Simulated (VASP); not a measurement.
Set up this calculation in VASP 6.6.1, as the native input.

```
Task                   : single point
Functional             : PBE
Potentials or basis    : VASP PAW PBE potentials, release 64 (W_sv, Br, F)
Cutoff                 : 520 eV
k mesh                 : 4 × 4 × 4
Occupations            : gaussian, width 0.1 eV
Spin                   : collinear spin
Starting moments       : [2.3, -0.36, 0.24, 0.24, 0.24, 0.24] μB
Dipole correction      : no
Further INCAR settings : ALGO = Normal; EDIFF = 1e-06; NBANDS = 38
```

The structure of WBrF4 lies in POSCAR:

```
WBrF4
1.0
    0.0000000000      3.5834175600      3.5834175600
    3.5834175600      0.0000000000      3.5834175600
    3.5834175600      3.5834175600      0.0000000000
W Br F
1 1 4
Direct
    0.0000000000      0.0000000000      0.0000000000
    0.7500000000      0.7500000000      0.7500000000
    0.3750000000      0.3750000000      0.8750000000
    0.3750000000      0.8750000000      0.3750000000
    0.8750000000      0.3750000000      0.3750000000
    0.3750000000      0.3750000000      0.3750000000
```

The cell was generated, and may not be a known phase.

The input as run:

INCAR

```
ALGO = Normal ; EDIFF = 1E-6
ENCUT = 520 ; GGA = PE
ISIF = 2 ; ISMEAR = 0
ISPIN = 2 ; LASPH = True
LCHARG = True ; LELF = True
LMAXMIX = 4 ; LORBIT = 11
LREAL = False ; LVHAR = True
LWAVE = False ; MAGMOM = 2.3 -0.36 0.24 0.24 0.24 0.24
NBANDS = 38 ; NELM = 150
PREC = Accurate ; SIGMA = 0.1
```

KPOINTS

```
k-points
0
Gamma
  4 4 4
```

Potentials or basis: VASP PAW PBE potentials, release 64 (W_sv, Br, F).

Command:

```bash
$ cat potpaw_PBE.64/W_sv/POTCAR potpaw_PBE.64/Br/POTCAR potpaw_PBE.64/F/POTCAR > POTCAR
$ mpirun -np 1 vasp_std > vasp.out
```

It gave:

```json
{
 "Pressure": "-17.9 GPa",
 "Net moment": "2.22 μB per cell",
 "Site moments": "W +2.04; Br -0.31; F +0.04 μB",
 "Valence electrons inside the program's atomic spheres": "W 11.06; Br 4.62; F 5.93"
}
```

Caveat: the k points lie up to 0.38 Å⁻¹ apart.

Wall time 7 min on 1 thread of Intel Xeon 8259CL (shared host), peak memory 0.31 GiB.
